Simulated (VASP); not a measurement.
Crystal: Hf2N.

```
Hf N
1.0
     5.31312    0.00000    0.00000
     0.00000    5.31312    0.00000
     0.00000    0.00000    3.24210
Hf N
4 2
Direct
  0.29554 0.29554 0.00000
  0.70446 0.70446 0.00000
  0.79554 0.20446 0.50000
  0.20446 0.79554 0.50000
  0.00000 0.00000 0.00000
  0.50000 0.50000 0.50000
```

- Program: VASP 6.6.1
- Task: relaxation of cell and atoms
- Functional: PBEsol
- Potentials or basis: VASP PAW PBE potentials, release 64 (Hf_pv, N)
- Cutoff: 600 eV
- k mesh: 2 × 2 × 4
- Occupations: gaussian, width 0.1 eV
- Spin: no spin polarisation

At the start: pressure -3.6 GPa; volume 15.25 Å³/atom.

Q: Where does the relaxation end?

A: Over 6 steps the energy falls by 4.0 meV/atom and the volume is 14.96 Å³/atom (-1.9 %); space group P4_2/mnm (No. 136, to 0.05 Å).

Step by step:
| step | energy change (eV) | largest force (eV/Å) | pressure (GPa) | volume (Å³) |
| --- | --- | --- | --- | --- |
| 1 | 0.0000 | 0.1417 | -3.56 | 91.52 |
| 2 | 0.0325 | 0.1719 | 6.70 | 87.11 |
| 3 | -0.0206 | 0.1509 | 0.19 | 89.81 |
| 4 | -0.0237 | 0.0460 | 0.00 | 89.82 |
| 5 | -0.0239 | 0.0201 | -0.04 | 89.82 |
| 6 | -0.0240 | 0.0010 | 0.04 | 89.78 |

Final structure:
```xyz
6
Lattice="5.2699 0.0000 0.0000 0.0000 5.2699 0.0000 0.0000 0.0000 3.2328" Properties=species:S:1:pos:R:3 pbc="T T T"
Hf    1.5488    1.5488    0.0000
Hf    3.7211    3.7211    3.2328
Hf    4.1837    1.0862    1.6164
Hf    1.0862    4.1837    1.6164
N     0.0000    0.0000    0.0000
N     2.6349    2.6349    1.6164
```

Caveat: the k points lie up to 0.60 Å⁻¹ apart in the final cell; the PAW data sets were made with another functional, which shifts forces and pressure a little.
